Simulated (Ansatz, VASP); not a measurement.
## Two plane-wave programs on Lu2AlN3

Contents of INCAR:

```
SYSTEM = Lu2AlN3
PREC = Accurate
ENCUT = 600
EDIFF = 1E-6
ISMEAR = 0
SIGMA = 0.1
LREAL = .FALSE.
LASPH = .TRUE.
NELM = 80
ALGO = Normal
ISIF = 3
LWAVE = .FALSE.
LCHARG = .FALSE.
GGA = PE
IBRION = 2
NSW = 90
EDIFFG = -0.04
```

KPOINTS

```
regular mesh
0
G
  3 3 4
  0 0 0
```

The input POSCAR:

```
Lu2AlN3
1.0
    5.8135405100      0.0000000000      0.0000000000
   -2.9067702600      5.0346737700      0.0000000000
    0.0000000000      0.0000000000      3.8941570600
Lu Al N
2 1 3
Direct
    0.3333333300      0.6666666700      0.5000000000
    0.6666666700      0.3333333300      0.5000000000
    0.0000000000      0.0000000000      0.0000000000
    0.3333333300      0.6666666700      0.0000000000
    0.6666666700      0.3333333300      0.0000000000
    0.0000000000      0.0000000000      0.5000000000
```

Input for Ansatz:

```yaml
crystal:
  lattice:
    - [5.81354051, 0.0, 0.0]
    - [-2.90677026, 5.03467377, 0.0]
    - [0.0, 0.0, 3.89415706]
  atoms:
    - { symbol: Lu, position: [0.33333333, 0.66666667, 0.5] }
    - { symbol: Lu, position: [0.66666667, 0.33333333, 0.5] }
    - { symbol: Al, position: [0.0, 0.0, 0.0] }
    - { symbol: "N", position: [0.33333333, 0.66666667, 0.0] }
    - { symbol: "N", position: [0.66666667, 0.33333333, 0.0] }
    - { symbol: "N", position: [0.0, 0.0, 0.5] }
basis:
  ecutwfc: 420
kpoints:
  mp_grid: { grid: [3, 3, 4] }
hamiltonian:
  xc: pbe
scf:
  occupations: { method: gaussian, width: 0.1 }
  lower_state_search: "off"
output:
  forces: true
  stress: true
  eigenvalues: true
relax:
  adjacent_minimum: "off"
  f_tol: 0.04
  max_steps: 70
  cell: { stress_tol: 0.4 }
```

Alike in both runs: task relaxation of cell and atoms; functional PBE; k mesh 3 × 3 × 4; occupations gaussian, width 0.1 eV; no spin polarisation.

|  | VASP | Ansatz |
| --- | --- | --- |
| version | VASP 6.6.1 | Ansatz 0.2.0 |
| potentials or method | VASP PAW PBE potentials, release 64 (Lu, Al, N), cutoff 600 eV | scalar-relativistic, plane waves, PAW |
| valence electrons in the cell | 68 | 68 |

|  | VASP | Ansatz | Ansatz less VASP |
| --- | --- | --- | --- |
| gap on the k mesh at the Fermi level, each at its own relaxed structure (eV) | none | none | - |
| relaxed volume (Å³/atom) | 14.53 | 14.52 | -0.011 |
| relaxed cell length with the largest relative difference (Å) | 4.174 | 4.154 | -0.0193 |

A gap of «none» marks a metal or a gap that the smearing closes.

The k mesh is coarse, so the values compare programs but aren't converged. Neither program's run includes spin-orbit coupling. Noted on VASP's run: the volume moved by over 15 % at a fixed basis, so the end points are rough.
